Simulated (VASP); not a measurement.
# GaC4 (Pm-3m) in VASP: notebook, part 2 of 2

VASP 6.6.1. The steps go on from the part before.

### 3 Single point, PBE, collinear spin, ferromagnetic start

This run uses another cell than the first one, of 10.11 Å³/atom, 1.200 times its volume.

Input file INCAR:

```
PREC = Accurate
ENCUT = 520
EDIFF = 1E-7
ISMEAR = 0
SIGMA = 0.1
LREAL = False
LASPH = True
NELM = 150
ALGO = Normal
ISIF = 2
LWAVE = False
LCHARG = False
ISPIN = 2
MAGMOM = 0 1 1 1 1
LORBIT = 11
GGA = PE
NBANDS = 26
```

Input file KPOINTS:

```
regular mesh
0
Gamma
  6 6 6
```

Input file POSCAR:

```
GaC4
1.0
    3.6978024400      0.0000000000      0.0000000000
    0.0000000000      3.6978024400      0.0000000000
    0.0000000000      0.0000000000      3.6978024400
Ga C
1 4
Direct
    0.0000000000      0.0000000000      0.0000000000
    0.0000000000      0.5000000000      0.5000000000
    0.5000000000      0.0000000000      0.5000000000
    0.5000000000      0.5000000000      0.0000000000
    0.5000000000      0.5000000000      0.5000000000
```

Potentials or basis: VASP PAW PBE potentials, release 64 (Ga_d, C).

The run is started by

```sh
> cat potpaw_PBE.64/Ga_d/POTCAR potpaw_PBE.64/C/POTCAR > POTCAR
> mpirun -np 1 vasp_std > vasp.out
```

OUTCAR:

```text
PREC = Accurate
   ENCUT = 520
   EDIFF = 1E-7
   ISMEAR = 0
   LREAL = False
   LASPH = True
   NELM = 150
   ISIF = 2
   ISPIN = 2
   LORBIT = 11
   GGA = PE

 ion  position               nearest neighbor table
   1  0.000  0.000  0.000-
   2  0.000  0.500  0.500-   5 1.85   5 1.85
   3  0.500  0.000  0.500-   5 1.85   5 1.85
   4  0.500  0.500  0.000-   5 1.85   5 1.85
   5  0.500  0.500  0.500-   2 1.85   3 1.85   4 1.85   4 1.85   3 1.85   2 1.85

  LATTYP: Found a simple cubic cell.
 ALAT       =     3.6978024400

  Lattice vectors:

 A1 = (   3.6978024400,   0.0000000000,   0.0000000000)
 A2 = (   0.0000000000,   3.6978024400,   0.0000000000)
 A3 = (   0.0000000000,   0.0000000000,   3.6978024400)

Analysis of symmetry for initial positions (statically):
=====================================================================
 Subroutine PRICEL returns:
 Original cell was already a primitive cell.

 Routine SETGRP: Setting up the symmetry group for a
 simple cubic supercell.

 Subroutine GETGRP returns: Found 48 space group operations
 (whereof 48 operations were pure point group operations)
 out of a pool of 48 trial point group operations.

The static configuration has the point symmetry O_h .

Analysis of symmetry for dynamics (positions and initial velocities):
=====================================================================
 Subroutine PRICEL returns:
 Original cell was already a primitive cell.

 Routine SETGRP: Setting up the symmetry group for a
 simple cubic supercell.

 Subroutine GETGRP returns: Found 48 space group operations
 (whereof 48 operations were pure point group operations)
 out of a pool of 48 trial point group operations.

The dynamic configuration has the point symmetry O_h .

Analysis of structural, dynamic, and magnetic symmetry:
=====================================================================
[... 163 lines left out ...]

 val. band max:        5.5453991137   @ k =   0.5000   0.5000   0.3333
 cond. band min:       5.6327161085   @ k =   0.1667   0.1667   0.0000
 fundamental gap:      0.0873169948
 Fermi energy:         5.6059162493

 spin component 1

 k-point     1 :       0.0000    0.0000    0.0000
  band No.  band energies     occupation
      1     -10.8085      1.00000
      2      -8.9245      1.00000
      3      -8.9245      1.00000
      4      -8.8570      1.00000
      5      -8.8570      1.00000
      6      -8.8570      1.00000
[... 569 lines left out ...]
     25      15.5570      0.00000
     26      21.5663      0.00000
 Fermi energy:         5.6059162493

 spin component 2

 k-point     1 :       0.0000    0.0000    0.0000
  band No.  band energies     occupation
      1     -10.8083      1.00000
      2      -8.9245      1.00000
      3      -8.9245      1.00000
      4      -8.8570      1.00000
      5      -8.8570      1.00000
      6      -8.8570      1.00000
[... 569 lines left out ...]
     25      15.5571      0.00000
     26      21.5663      0.00000

------------------------ aborting loop because EDIFF is reached ----------------------------------------

  FORCE on cell =-STRESS in cart. coord.  units (eV):
  Direction    XX          YY          ZZ          XY          YZ          ZX
  --------------------------------------------------------------------------------------
  -------------------------------------------------------------------------------------
  Total       -6.7962553     -6.7962553     -6.7962553      0.0000000      0.0000000     -0.0000000
  in kB     -215.3521215   -215.3521215   -215.3521215      0.0000000      0.0000000     -0.0000000
  external PRESSURE =    -215.3521215 kB  Pullay stress =       0.0000000 kB

 VOLUME and BASIS-vectors are now :
 -----------------------------------------------------------------------------
  energy-cutoff  :      520.00
  volume of cell :       50.56
      direct lattice vectors                 reciprocal lattice vectors
     3.697802440  0.000000000  0.000000000     0.270430889  0.000000000  0.000000000
     0.000000000  3.697802440  0.000000000     0.000000000  0.270430889  0.000000000
     0.000000000  0.000000000  3.697802440     0.000000000  0.000000000  0.270430889

 POSITION                                       TOTAL-FORCE (eV/Angst)
 -----------------------------------------------------------------------------------
      0.00000      0.00000      0.00000         0.000000      0.000000      0.000000
      0.00000      1.84890      1.84890         0.000000      0.000000      0.000000
      1.84890      0.00000      1.84890         0.000000      0.000000      0.000000
      1.84890      1.84890      0.00000         0.000000      0.000000      0.000000
      1.84890      1.84890      1.84890         0.000000      0.000000      0.000000
 -----------------------------------------------------------------------------------
    total drift:                               -0.000000      0.000000      0.000000

  FREE ENERGIE OF THE ION-ELECTRON SYSTEM (eV)
  ---------------------------------------------------
  free  energy   TOTEN  =       -24.4309789029 eV

  energy  without entropy=      -24.4128788474  energy(sigma->0) =      -24.42192888

 total charge

# of ion       s       p       d       tot
------------------------------------------
    1        0.896   0.495   9.988  11.379
    2        0.992   1.117   0.000   2.109
    3        0.992   1.117   0.000   2.109
    4        0.992   1.117   0.000   2.109
    5        0.869   1.245   0.000   2.114
--------------------------------------------------
tot          4.742   5.091   9.988  19.821

 magnetization (x)

# of ion       s       p       d       tot
------------------------------------------
    1        0.000   0.000   0.000   0.000
    2        0.000   0.000   0.000   0.000
    3        0.000   0.000   0.000   0.000
    4        0.000   0.000   0.000   0.000
    5        0.000   0.000   0.000   0.000
--------------------------------------------------
tot          0.000   0.000   0.000   0.000
```

OSZICAR:

```text
N       E                     dE             d eps       ncg     rms          rms(c)
DAV:   1     0.173347408547E+03    0.17335E+03   -0.13170E+04  2410   0.154E+03
DAV:   2    -0.218177820356E+01   -0.17553E+03   -0.15879E+03  2312   0.366E+02
DAV:   3    -0.232893352898E+02   -0.21108E+02   -0.20101E+02  2662   0.922E+01
DAV:   4    -0.239734861716E+02   -0.68415E+00   -0.67763E+00  2372   0.166E+01
DAV:   5    -0.239858354080E+02   -0.12349E-01   -0.12332E-01  2650   0.227E+00    0.573E+00
DAV:   6    -0.243691498041E+02   -0.38331E+00   -0.55988E-01  2940   0.147E+01    0.243E+00
DAV:   7    -0.244283534619E+02   -0.59204E-01   -0.20993E-01  2470   0.310E+00    0.947E-01
DAV:   8    -0.244306770823E+02   -0.23236E-02   -0.20355E-02  2446   0.120E+00    0.539E-01
DAV:   9    -0.244303998787E+02    0.27720E-03   -0.58654E-03  2416   0.491E-01    0.200E-01
DAV:  10    -0.244309048130E+02   -0.50493E-03   -0.30615E-04  2684   0.209E-01    0.700E-02
DAV:  11    -0.244309706127E+02   -0.65800E-04   -0.67159E-05  3064   0.888E-02    0.258E-02
DAV:  12    -0.244309749375E+02   -0.43248E-05   -0.16818E-05  2314   0.299E-02    0.136E-02
DAV:  13    -0.244309788287E+02   -0.38911E-05   -0.32571E-06  2350   0.129E-02    0.376E-03
DAV:  14    -0.244309789029E+02   -0.74196E-07   -0.27076E-07  2126   0.367E-03
   1 F= -.24430979E+02 E0= -.24421929E+02  d E =-.181001E-01  mag=     0.0002
```

Run time: 43 s. Hardware: 1 thread of Intel Xeon Platinum 8488C (Sapphire Rapids), shared host; peak memory 0.19 GiB.

What came out:

* Free energy: -24.4310 eV
* Pressure: -21.5 GPa
* Net moment: 0.00 μB per cell
* Valence electrons inside the program's atomic spheres: Ga 11.38; C 2.11

Levels at points of the mesh, in eV from the Fermi level:
Spin up:
| k point | band 10 | band 11 | band 12 | band 13 | band 14 | band 15 | band 16 | band 17 | band 18 | band 19 |
| --- | --- | --- | --- | --- | --- | --- | --- | --- | --- | --- |
| (0.00, 0.00, 0.00) | -7.05 | -7.05 | -5.59 | 0.23 | 0.23 | 0.23 | 0.90 | 0.90 | 0.90 | 2.45 |
| (0.50, 0.00, 0.00) | -6.29 | -4.89 | -3.66 | -1.51 | -1.51 | -0.38 | 1.12 | 1.12 | 2.14 | 3.43 |
| (0.50, 0.50, 0.00) | -5.74 | -5.55 | -1.08 | -1.08 | -0.58 | -0.58 | 2.01 | 2.14 | 3.18 | 3.36 |
| (0.50, 0.50, 0.50) | -5.28 | -5.28 | -5.28 | -3.41 | 2.09 | 2.09 | 3.22 | 3.22 | 3.22 | 4.05 |
Spin down:
```tsv
k point	band 10	band 11	band 12	band 13	band 14	band 15	band 16	band 17	band 18	band 19
(0.00, 0.00, 0.00)	-7.05	-7.05	-5.59	0.23	0.23	0.23	0.91	0.91	0.91	2.45
(0.50, 0.00, 0.00)	-6.29	-4.89	-3.66	-1.51	-1.51	-0.38	1.12	1.12	2.14	3.43
(0.50, 0.50, 0.00)	-5.74	-5.55	-1.08	-1.08	-0.58	-0.58	2.01	2.14	3.18	3.36
(0.50, 0.50, 0.50)	-5.28	-5.28	-5.28	-3.41	2.09	2.09	3.22	3.22	3.22	4.05
```

### 4 Relaxation of cell and atoms, PBE

Input file INCAR:

```
PREC     = Accurate       # precision mode
ENCUT    = 600            # plane-wave cutoff, eV
EDIFF    = 1E-6           # SCF threshold, eV
ISMEAR   = 0              # smearing method
SIGMA    = 0.1            # smearing width, eV
LREAL    = False          # projectors in reciprocal space
LASPH    = True           # aspherical terms in the spheres
NELM     = 100            # most SCF steps
ALGO     = Normal         # electronic algorithm
ISIF     = 3              # what is computed and relaxed
LWAVE    = False          # write WAVECAR
LCHARG   = False          # write CHGCAR
GGA      = PE             # functional
IBRION   = 2              # ionic algorithm
NSW      = 100            # ionic steps
EDIFFG   = -0.01          # ionic threshold
```

Input file KPOINTS:

```
regular mesh
0
Gamma
  12 12 12
```

Edit POSCAR of step 3 so:

```diff
@@ -2,5 +2,5 @@
 1.0
-    3.6978024400      0.0000000000      0.0000000000
-    0.0000000000      3.6978024400      0.0000000000
-    0.0000000000      0.0000000000      3.6978024400
+    3.4801421682      0.0000000000      0.0000000000
+    0.0000000000      3.4801421682      0.0000000000
+    0.0000000000      0.0000000000      3.4801421682
 Ga C
```

The run is started by

```sh
> cat potpaw_PBE.64/Ga_d/POTCAR potpaw_PBE.64/C/POTCAR > POTCAR
> mpirun -np 1 vasp_std > vasp.out
```

Wall time 54 s (1 thread of Intel Xeon Platinum 8488C (Sapphire Rapids), shared host); peak memory 0.21 GiB.

The run converged. Its results:

* Free energy: -25.1320 eV
* Pressure after relaxing: 0.1 GPa

Final structure:
```cif
data_structure
_symmetry_space_group_name_H-M 'P 1'
_symmetry_Int_Tables_number 1
_cell_length_a 3.4801
_cell_length_b 3.4801
_cell_length_c 3.4801
_cell_angle_alpha 90.000
_cell_angle_beta 90.000
_cell_angle_gamma 90.000
_cell_volume 42.15
loop_
_atom_site_label
_atom_site_type_symbol
_atom_site_fract_x
_atom_site_fract_y
_atom_site_fract_z
_atom_site_occupancy
Ga1 Ga 0.00000 0.00000 0.00000 1
C1 C 0.00000 0.50000 0.50000 1
C2 C 0.50000 0.00000 0.50000 1
C3 C 0.50000 0.50000 0.00000 1
C4 C 0.50000 0.50000 0.50000 1
```

Levels at points of the mesh, in eV from the Fermi level:
```csv
k point,band 11,band 12,band 13,band 14,band 15,band 16,band 17,band 18
"(0.00, 0.00, 0.00)",-7.47,-5.83,0.02,0.02,0.02,0.76,0.76,0.76
"(0.50, 0.00, 0.00)",-5.00,-3.68,-2.24,-2.24,-0.85,1.09,1.09,2.74
"(0.50, 0.50, 0.00)",-5.40,-1.40,-1.40,-1.06,-1.06,2.13,2.93,3.65
"(0.50, 0.50, 0.50)",-6.70,-6.70,-3.54,2.24,2.24,3.68,3.68,3.68
```

Caveat: the relaxation stopped at its first step, so nothing moved.

### 5 Summary

| task | spin | cell | k mesh | cutoff (eV) | gap on the mesh (eV) | pressure (GPa) |
| --- | --- | --- | --- | --- | --- | --- |
| single point | off | a = 3.480 Å, 5 atoms | 12 × 12 × 12 | 520 | none | 0.3 |
| single point | collinear, ferromagnetic start | a = 3.698 Å, 5 atoms | 6 × 6 × 6 | 520 | none | -21.5 |
| relaxation of cell and atoms | off | relaxed from a = 3.480 Å, 5 atoms | 12 × 12 × 12 | 600 | none | 0.1 |

Alike in all rows: level PBE; potentials or basis VASP PAW PBE potentials, release 64 (Ga_d, C); smearing gaussian 0.1 eV.

Caveats: the relaxation stopped at its first step, so nothing moved (some runs).

Absolute energies hang on the potentials; compare differences alone.
